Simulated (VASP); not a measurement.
# Ba (C2/c) in VASP: notebook

Runs on Ba. Level: PBE. Tasks: single point.

Program: VASP 6.6.1. These are calculated values, not measurements. Logs are shortened: lines on timing, memory, paths and dates and some standing lists are left out, and cuts for length are marked.

## Step 1: The cell of the first run

The typed cell holds 2 atoms: a = 5.550 Å, b = 5.550 Å, c = 5.553 Å, α = 97.35°, β = 97.35°, γ = 138.10°.

## Step 2: Single point, PBE (53.33 Å³/atom)

Contents of INCAR:

```
  PREC = Accurate
  ENCUT = 520
  EDIFF = 1E-6
  ISMEAR = -1
  SIGMA = 0.1
  LREAL = False
  LASPH = True
  NELM = 60
  ALGO = Normal
  ISIF = 2
  LWAVE = False
  LCHARG = True
  GGA = PE
  LELF = True
  LVHAR = True
  NBANDS = 17
```

Contents of KPOINTS:

```
Automatic mesh
0
Gamma
  10 10 7
```

Contents of POSCAR:

```
Ba
1.0
   -3.6653946193      3.6644610138      1.9841864412
    3.6644610138     -3.6653946193      1.9841864412
    3.6671009388      3.6671009388     -1.9858963413
Ba
2
Direct
    0.0000490125      0.9999509875      0.0000000000
    0.7499509875      0.2500490125      0.5000000000
```

Potentials or basis: VASP PAW PBE potentials, release 64 (Ba_sv).

Command:

```sh
> cat potpaw_PBE.64/Ba_sv/POTCAR > POTCAR
> mpirun -np 1 vasp_std > vasp.out
```

OUTCAR:

```text
PREC = Accurate
   ENCUT = 520
   EDIFF = 1E-6
   ISMEAR = -1
   LREAL = False
   LASPH = True
   NELM = 60
   ISIF = 2
   GGA = PE

 ion  position               nearest neighbor table
   1  0.000  1.000  0.000-   2 3.80   2 3.80   2 3.80   2 3.80   2 4.72   2 4.72   2 4.72   2 4.72

   2  0.750  0.250  0.500-   1 3.80   1 3.80   1 3.80   1 3.80   1 4.72   1 4.72   1 4.72   1 4.72

  Warning from LATTYP: Got some problem with cell dimensions!
  Tried to take original basis but could not verify dimensions!
  LATTYP: Found a base centered monoclinic cell.
 ALAT       =     3.9683731020
 B/A-ratio  =     2.6121488529
 C/A-ratio  =     1.3987686506
 COS(beta)  =    -0.3568384032

  Lattice vectors:

 A1 = (   3.6653946193,  -3.6644610138,  -1.9841864412)
 A2 = (  -3.6644610138,   3.6653946193,  -1.9841864412)
 A3 = (   3.6661673333,   3.6661673333,   1.9824765411)

Analysis of symmetry for initial positions (statically):
=====================================================================
 Subroutine PRICEL returns:
 Original cell was already a primitive cell.

 Routine SETGRP: Setting up the symmetry group for a
 base centered monoclinic supercell.

 Subroutine GETGRP returns: Found  4 space group operations
 (whereof  2 operations were pure point group operations)
 out of a pool of  4 trial point group operations.

The static configuration has the point symmetry C_2 .
 The point group associated with its full space group is C_2h.

Analysis of symmetry for dynamics (positions and initial velocities):
=====================================================================
 Subroutine PRICEL returns:
 Original cell was already a primitive cell.

 Routine SETGRP: Setting up the symmetry group for a
 base centered monoclinic supercell.

 Subroutine GETGRP returns: Found  4 space group operations
 (whereof  2 operations were pure point group operations)
 out of a pool of  4 trial point group operations.

The dynamic configuration has the point symmetry C_2 .
 The point group associated with its full space group is C_2h.

 Subroutine INISYM returns: Found  4 space group operations
 (whereof  2 operations are pure point group operations),
 and found     1 'primitive' translations

----------------------------------------------------------------------------------------

                                     Primitive cell

  volume of cell :     106.6536

  direct lattice vectors                    reciprocal lattice vectors
    -3.665394619  3.664461014  1.984186441     0.000027020  0.136455355  0.252024558
     3.664461014 -3.665394619  1.984186441     0.136455355  0.000027020  0.252024558
     3.667100939  3.667100939 -1.985896341     0.136364861  0.136364861  0.000064163

  length of vectors
     5.549809733  5.549809733  5.553291175     0.286594561  0.286594561  0.192849047

  position of ions in fractional coordinates (direct lattice)
     0.000049012  0.999950988  0.000000000
     0.749950988  0.250049012  0.500000000

  ion indices of the primitive-cell ions
   primitive index   ion index
                 1           1
                 2           2

----------------------------------------------------------------------------------------

 KPOINTS: Automatic mesh

Automatic generation of k-mesh.
 Grid dimensions read from file:
 generate k-points for:   10   10    7

 Generating k-lattice:

  Cartesian coordinates                     Fractional coordinates (reciprocal lattice)
     0.000002702  0.013645536  0.025202456     0.100000000  0.000000000  0.000000000
     0.013645536  0.000002702  0.025202456     0.000000000  0.100000000  0.000000000
     0.019480694  0.019480694  0.000009166    -0.000000000 -0.000000000  0.142857143

  Length of vectors
     0.028659456  0.028659456  0.027549864

  Shift w.r.t. Gamma in fractional coordinates (k-lattice)
     0.000000000  0.000000000  0.000000000

 Subroutine IBZKPT returns following result:
 ===========================================

 Found    196 irreducible k-points:

 Following reciprocal coordinates:
            Coordinates               Weight
  0.000000  0.000000  0.000000      1.000000
  0.100000  0.000000 -0.000000      4.000000
  0.200000  0.000000 -0.000000      4.000000
  0.300000  0.000000 -0.000000      4.000000
  0.400000  0.000000 -0.000000      4.000000
  0.500000  0.000000 -0.000000      2.000000
[... 16 lines left out ...]
  0.300000  0.300000 -0.000000      2.000000
  0.400000  0.300000 -0.000000      4.000000
 [... further k-points ...]
   k-points           NKPTS =    196   k-points in BZ     NKDIM =    196   number of bands    NBANDS=     17
   number of dos      NEDOS =    301   number of ions     NIONS =      2
   total plane-waves  NPLWV =  74088
   dimension x,y,z NGX =    42 NGY =   42 NGZ =   42
   dimension x,y,z NGXF=    84 NGYF=   84 NGZF=   84
   ions per type =               2
   NGX,Y,Z   is equivalent  to a cutoff of  12.58, 12.58, 12.57 a.u.
[... 33 lines left out ...]
  Fermi-wavevector in a.u.,A,eV,Ry     =   0.937043  1.770755 11.946599  0.878050
  Thomas-Fermi vector in A             =   2.064114
   LORBIT       =      0    0 simple, 1 ext, 2 COOP (PROOUT), +10 PAW based schemes
   GGA     = PE    functional components
   LHFCALC =     F    Hartree Fock is set to
   AEXX    =    0.0000 exact exchange contribution
   IVDW    =     0    specifies the selected vdW correction
   LEPSILON=     F    determine dielectric tensor
   LRPA    =     F    only Hartree local field effects (RPA)
 non-spin polarized calculation
  energy-cutoff  :      520.00
  volume of cell :      106.65
 maximum number of plane-waves:      2907
 NGX is ok and might be reduce to    42
   NGX = 21   NGY = 21   NGZ = 21

 number of electron      20.0000001 magnetization

 Free energy of the ion-electron system (eV)
  ---------------------------------------------------
  ext. energy  EPLUGINS =         0.00000000
  ---------------------------------------------------
  free energy    TOTEN  =        -3.43286508 eV

  energy without entropy =       -3.36548806  energy(sigma->0) =       -3.39917657

 E-fermi :   2.1749     XC(G=0):  -7.9510

 val. band max:        2.1720533105   @ k =   0.2000   0.2000   0.2857
 cond. band min:       2.1823477527   @ k =  -0.3000  -0.4000   0.2857
 fundamental gap:      0.0102944423
 Fermi energy:         2.1749380262

 k-point     1 :       0.0000    0.0000    0.0000
  band No.  band energies     occupation
      1     -26.6664      2.00000
      2     -26.4727      2.00000
      3     -12.1958      2.00000
      4     -12.1950      2.00000
      5     -11.4393      2.00000
      6     -11.4290      2.00000
[... 9 lines left out ...]
     16       5.6061      0.00000
     17       5.6065      0.00000

 k-point     2 :       0.1000    0.0000   -0.0000
  band No.  band energies     occupation
      1     -26.6570      2.00000
      2     -26.4714      2.00000
      3     -12.1889      2.00000
      4     -12.1661      2.00000
      5     -11.5160      2.00000
      6     -11.5032      2.00000
[... 9 lines left out ...]
     16       6.0921      0.00000
     17       6.1808      0.00000

 k-point     3 :       0.2000    0.0000   -0.0000
  band No.  band energies     occupation
      1     -26.6316      2.00000
      2     -26.4688      2.00000
      3     -12.1714      2.00000
      4     -12.0937      2.00000
      5     -11.7110      2.00000
      6     -11.6679      2.00000
[... 9 lines left out ...]
     16       5.2899      0.00000
     17       5.6991      0.00000

 k-point     4 :       0.3000    0.0000   -0.0000
  band No.  band energies     occupation
      1     -26.5981      2.00000
      2     -26.4674      2.00000
      3     -12.1490      2.00000
      4     -12.0589      2.00000
      5     -11.9238      2.00000
      6     -11.8068      2.00000
[... 9 lines left out ...]
     16       5.1324      0.00000
     17       5.3560      0.00000
[... 343 lines left out ...]
      1     -26.6479      2.00000
      2     -26.4912      2.00000
      3     -12.1373      2.00000
      4     -12.1333      2.00000
      5     -11.5414      2.00000
      6     -11.4845      2.00000
[... 9 lines left out ...]
     16       5.8956      0.00000
     17       5.9093      0.00000

 k-point    23 :       0.3000    0.3000   -0.0000
  band No.  band energies     occupation
      1     -26.5458      2.00000
      2     -26.4911      2.00000
      3     -12.2341      2.00000
      4     -12.0776      2.00000
      5     -11.9816      2.00000
      6     -11.8653      2.00000
[... 9 lines left out ...]
     16       5.3795      0.00000
     17       5.8608      0.00000

 k-point    24 :       0.4000    0.3000   -0.0000
  band No.  band energies     occupation
      1     -26.5517      2.00000
      2     -26.5137      2.00000
      3     -12.1424      2.00000
      4     -11.9937      2.00000
      5     -11.9370      2.00000
      6     -11.7639      2.00000
[... 9 lines left out ...]
     16       5.1882      0.00000
     17       5.3680      0.00000

 [... further k-points ...]

------------------------ aborting loop because EDIFF is reached ----------------------------------------

  FORCE on cell =-STRESS in cart. coord.  units (eV):
  Direction    XX          YY          ZZ          XY          YZ          ZX
  --------------------------------------------------------------------------------------
  -------------------------------------------------------------------------------------
  Total        0.8929515      0.8929515      0.9410852      0.0001739      0.0010980      0.0010980
  in kB       13.4141459     13.4141459     14.1372226      0.0026122      0.0164942      0.0164942
  external PRESSURE =      13.6551714 kB  Pullay stress =       0.0000000 kB

 VOLUME and BASIS-vectors are now :
 -----------------------------------------------------------------------------
  energy-cutoff  :      520.00
  volume of cell :      106.65
      direct lattice vectors                 reciprocal lattice vectors
    -3.665394619  3.664461014  1.984186441     0.000027020  0.136455355  0.252024558
     3.664461014 -3.665394619  1.984186441     0.136455355  0.000027020  0.252024558
     3.667100939  3.667100939 -1.985896341     0.136364861  0.136364861  0.000064163

 POSITION                                       TOTAL-FORCE (eV/Angst)
 -----------------------------------------------------------------------------------
      3.66410     -3.66504      1.98419         0.001186     -0.001186      0.000000
      0.00098      3.66519      0.99124        -0.001186      0.001186     -0.000000
 -----------------------------------------------------------------------------------
    total drift:                                0.000000      0.000000     -0.000000

  FREE ENERGIE OF THE ION-ELECTRON SYSTEM (eV)
  ---------------------------------------------------
  free  energy   TOTEN  =        -3.4328650837 eV

  energy  without entropy=       -3.3654880622  energy(sigma->0) =       -3.39917657
```

Wall time 2.9 min (1 thread of Intel Xeon 6975P-C (Granite Rapids), shared host); peak memory 0.47 GiB.

Results:

* Free energy: -3.4329 eV
* Pressure: 1.4 GPa
* Band gap on the k mesh: zero (bands 10 and 11 overlap by 0.40 eV)

Levels at points of the mesh, in eV from the Fermi level:
| k point | band 7 | band 8 | band 9 | band 10 | band 11 | band 12 | band 13 | band 14 |
| --- | --- | --- | --- | --- | --- | --- | --- | --- |
| (0.00, 0.00, 0.00) | -13.56 | -13.56 | -2.65 | -1.07 | 0.40 | 0.44 | 1.12 | 3.22 |
| (0.50, 0.00, 0.00) | -13.80 | -13.51 | -0.69 | -0.61 | 0.29 | 1.07 | 1.78 | 2.08 |
| (0.50, 0.50, 0.00) | -13.56 | -13.56 | -0.93 | -0.93 | 0.65 | 0.65 | 1.78 | 1.78 |

Caveat: spin-orbit coupling is left out, which moves the levels of the heavy elements.

## Step 3: Single point, PBE (55.75 Å³/atom)

This run uses another cell than the first one, of 55.75 Å³/atom.

Contents of INCAR:

```
SYSTEM = Ba
ALGO     = Normal         ! electronic algorithm
EDIFF    = 1E-7           ! SCF threshold, eV
ENCUT    = 520            ! plane-wave cutoff, eV
GGA      = PE             ! functional
ISIF     = 2              ! what is computed and relaxed
ISMEAR   = -1             ! smearing method
LASPH    = .TRUE.         ! aspherical terms in the spheres
LCHARG   = .TRUE.         ! write CHGCAR
LELF     = .TRUE.         ! ELF
LREAL    = .FALSE.        ! projectors in reciprocal space
LVHAR    = .TRUE.       
LWAVE    = .FALSE.        ! write WAVECAR
NBANDS   = 17             ! bands
NELM     = 80             ! most SCF steps
PREC     = Accurate       ! precision mode
SIGMA    = 0.1            ! smearing width, eV
```

Contents of KPOINTS:

```
k-points
0
G
  10 10 7
  0 0 0
```

Contents of POSCAR:

```
Ba
1.0
   -3.7201100684      3.7191625265      2.0138055309
    3.7191625265     -3.7201100684      2.0138055309
    3.7218418591      3.7218418591     -2.0155409557
Ba
2
Direct
    0.0000490125      0.9999509875      0.0000000000
    0.7499509875      0.2500490125      0.5000000000
```

Potentials or basis: VASP PAW PBE potentials, release 64 (Ba_sv).

Command:

```sh
> cat potpaw_PBE.64/Ba_sv/POTCAR > POTCAR
> mpirun -np 1 vasp_std > vasp.out
```

Wall time 3.5 min (1 thread of Intel Xeon 6975P-C (Granite Rapids), shared host); peak memory 0.48 GiB.

It converged, with:

| Quantity | Value |
| --- | --- |
| Free energy | -3.4664 eV |
| Pressure | 0.9 GPa |
| Band gap on the k mesh | zero (bands 10 and 11 overlap by 0.31 eV) |

Levels at points of the mesh, in eV from the Fermi level:
```tsv
k point	band 8	band 9	band 10	band 11	band 12	band 13
(0.00, 0.00, 0.00)	-13.65	-2.64	-0.98	0.40	0.45	1.12
(0.50, 0.00, 0.00)	-13.61	-0.67	-0.55	0.29	1.03	1.64
(0.50, 0.50, 0.00)	-13.66	-0.97	-0.97	0.65	0.66	1.70
```

Caveat: spin-orbit coupling is left out, which moves the levels of the heavy elements.

## Step 4: Single point, PBE (58.17 Å³/atom)

This run uses another cell than the first one, of 58.17 Å³/atom.

Contents of INCAR:

```
SYSTEM = Ba
  ALGO = Normal
  EDIFF = 1E-6
  ENCUT = 520
  GGA = PE
  ISIF = 2
  ISMEAR = -1
  LASPH = .True.
  LCHARG = .False.
  LREAL = .False.
  LWAVE = .False.
  NBANDS = 17
  NELM = 80
  PREC = Accurate
  SIGMA = 0.1
```

Contents of KPOINTS:

```
k-points
0
Gamma
  10 10 7
  0 0 0
```

Contents of POSCAR:

```
Ba
1.0
   -3.7732616790      3.7723005989      2.0425780687
    3.7723005989     -3.7732616790      2.0425780687
    3.7750182129      3.7750182129     -2.0443382886
Ba
2
Direct
    0.0000490125      0.9999509875      0.0000000000
    0.7499509875      0.2500490125      0.5000000000
```

Command:

```sh
> cat potpaw_PBE.64/Ba_sv/POTCAR > POTCAR
> mpirun -np 1 vasp_std > vasp.out
```

Wall time 3 min (1 thread of Intel Xeon 6975P-C (Granite Rapids), shared host); peak memory 0.49 GiB.

The run converged. Its results:

```yaml
Free_energy: -3.4860 eV
Pressure: 0.4 GPa
Band_gap_on_the_k_mesh: zero (bands 10 and 11 overlap by 0.23 eV)
```

Forces in eV/Å, atoms in the order of the input:
```
Ba   0.002 -0.002  0.000
Ba  -0.002  0.002  0.000
```

Levels at points of the mesh, in eV from the Fermi level:
```
           k point  band 7  band 8  band 9  band 10  band 11  band 12  band 13  band 14
(0.00, 0.00, 0.00)  -13.74  -13.74   -2.63    -0.90     0.39     0.47     1.11     3.06
(0.50, 0.00, 0.00)  -13.94  -13.70   -0.65    -0.49     0.29     0.99     1.51     1.99
(0.50, 0.50, 0.00)  -13.75  -13.75   -1.01    -1.01     0.65     0.66     1.62     1.62
```

Caveat: spin-orbit coupling is left out, which moves the levels of the heavy elements.

## Step 5: Single point, PBE (65.45 Å³/atom)

This run uses another cell than the first one, of 65.45 Å³/atom.

Contents of INCAR:

```
  PREC = Accurate
  ENCUT = 520
  EDIFF = 1E-7
  ISMEAR = -1
  SIGMA = 0.1
  LREAL = F
  LASPH = T
  NELM = 80
  ALGO = Normal
  ISIF = 2
  LWAVE = F
  LCHARG = F
  GGA = PE
  NBANDS = 17
```

Contents of KPOINTS:

```
Automatic mesh
0
Gamma
  10 10 7
```

Contents of POSCAR:

```
Ba
1.0
   -3.9243502893      3.9233507258      2.1243667990
    3.9233507258     -3.9243502893      2.1243667990
    3.9261771582      3.9261771582     -2.1261975015
Ba
2
Direct
    0.0000490125      0.9999509875      0.0000000000
    0.7499509875      0.2500490125      0.5000000000
```

Command:

```sh
> cat potpaw_PBE.64/Ba_sv/POTCAR > POTCAR
> mpirun -np 1 vasp_std > vasp.out
```

Run time: 3.8 min. Hardware: 1 thread of Intel Xeon 6975P-C (Granite Rapids), shared host; peak memory 0.57 GiB.

The run converged. Its results:

```
Free energy            : -3.4826 eV
Pressure               : -0.4 GPa
Band gap on the k mesh : zero (bands 10 and 11 overlap by 0.13 eV)
```

Forces on the atoms (eV/Å):
```
Ba   0.002 -0.002  0.000
Ba  -0.002  0.002  0.000
```

Levels at points of the mesh, in eV from the Fermi level:
```tsv
k point	band 8	band 9	band 10	band 11	band 12	band 13
(0.00, 0.00, 0.00)	-14.00	-2.60	-0.71	0.37	0.48	1.07
(0.50, 0.00, 0.00)	-13.97	-0.62	-0.36	0.27	0.89	1.19
(0.50, 0.50, 0.00)	-14.00	-1.10	-1.10	0.64	0.64	1.42
```

Caveat: spin-orbit coupling is left out, which moves the levels of the heavy elements.

## Step 6: Single point, PBE (67.87 Å³/atom)

This run uses another cell than the first one, of 67.87 Å³/atom.

Contents of INCAR:

```
SYSTEM = Ba
PREC = Accurate
ENCUT = 520
EDIFF = 1E-6
ISMEAR = -1
SIGMA = 0.1
LREAL = .FALSE.
LASPH = .TRUE.
NELM = 60
ALGO = Normal
ISIF = 2
LWAVE = .FALSE.
LCHARG = .FALSE.
GGA = PE
NBANDS = 17
```

Contents of KPOINTS:

```
regular mesh
0
G
  10 10 7
  0 0 0
```

Contents of POSCAR:

```
Ba
1.0
   -3.9722129368      3.9712011822      2.1502762647
    3.9712011822     -3.9722129368      2.1502762647
    3.9740620867      3.9740620867     -2.1521292950
Ba
2
Direct
    0.0000490125      0.9999509875      0.0000000000
    0.7499509875      0.2500490125      0.5000000000
```

Potentials or basis: VASP PAW PBE potentials, release 64 (Ba_sv).

Command:

```sh
> cat potpaw_PBE.64/Ba_sv/POTCAR > POTCAR
> mpirun -np 1 vasp_std > vasp.out
```

It took 2.8 min on 1 thread of Intel Xeon 6975P-C (Granite Rapids), shared host; peak memory 0.57 GiB.

The run converged. Its results:

| Item | Value |
| --- | --- |
| Free energy | -3.4660 eV |
| Pressure | -0.7 GPa |
| Band gap on the k mesh | zero (bands 10 and 11 overlap by 0.11 eV) |

Forces on the atoms (eV/Å):
```
Ba   0.002 -0.002  0.000
Ba  -0.002  0.002  0.000
```

Stress tensor (GPa, compression positive):
```
-0.62  0.00  0.00
 0.00 -0.62  0.00
 0.00  0.00 -0.71
```

Levels at points of the mesh, in eV from the Fermi level:
| k point | band 6 | band 7 | band 8 | band 9 | band 10 | band 11 | band 12 | band 13 | band 14 | band 15 |
| --- | --- | --- | --- | --- | --- | --- | --- | --- | --- | --- |
| (0.00, 0.00, 0.00) | -14.10 | -14.08 | -14.08 | -2.59 | -0.66 | 0.35 | 0.48 | 1.05 | 2.76 | 2.76 |
| (0.50, 0.00, 0.00) | -14.25 | -14.20 | -14.05 | -0.61 | -0.33 | 0.26 | 0.86 | 1.10 | 1.71 | 1.83 |
| (0.50, 0.50, 0.00) | -14.30 | -14.08 | -14.08 | -1.12 | -1.12 | 0.63 | 0.63 | 1.37 | 1.37 | 2.05 |

Caveat: spin-orbit coupling is left out, which moves the levels of the heavy elements.

## Step 7: Summary

```tsv
cell	gap on the mesh (eV)	pressure (GPa)
a = 5.550, b = 5.550, c = 5.553 Å, angles 97.4, 97.4, 138.1°, 2 atoms	none	1.4
a = 5.633, b = 5.633, c = 5.636 Å, angles 97.4, 97.4, 138.1°, 2 atoms	none	0.9
a = 5.713, b = 5.713, c = 5.717 Å, angles 97.4, 97.4, 138.1°, 2 atoms	none	0.4
a = 5.942, b = 5.942, c = 5.946 Å, angles 97.4, 97.4, 138.1°, 2 atoms	none	-0.4
a = 6.014, b = 6.014, c = 6.018 Å, angles 97.4, 97.4, 138.1°, 2 atoms	none	-0.7
```

Alike in all rows: task single point; level PBE; potentials or basis VASP PAW PBE potentials, release 64 (Ba_sv); no spin polarisation; k mesh 10 × 10 × 7; cutoff (eV) 520; smearing fermi-dirac 0.1 eV.

Caveats: spin-orbit coupling is left out, which moves the levels of the heavy elements.

Absolute energies hang on the potentials; compare differences alone.

The gap in the log of VASP goes by the Fermi energy; the results here count the filled bands.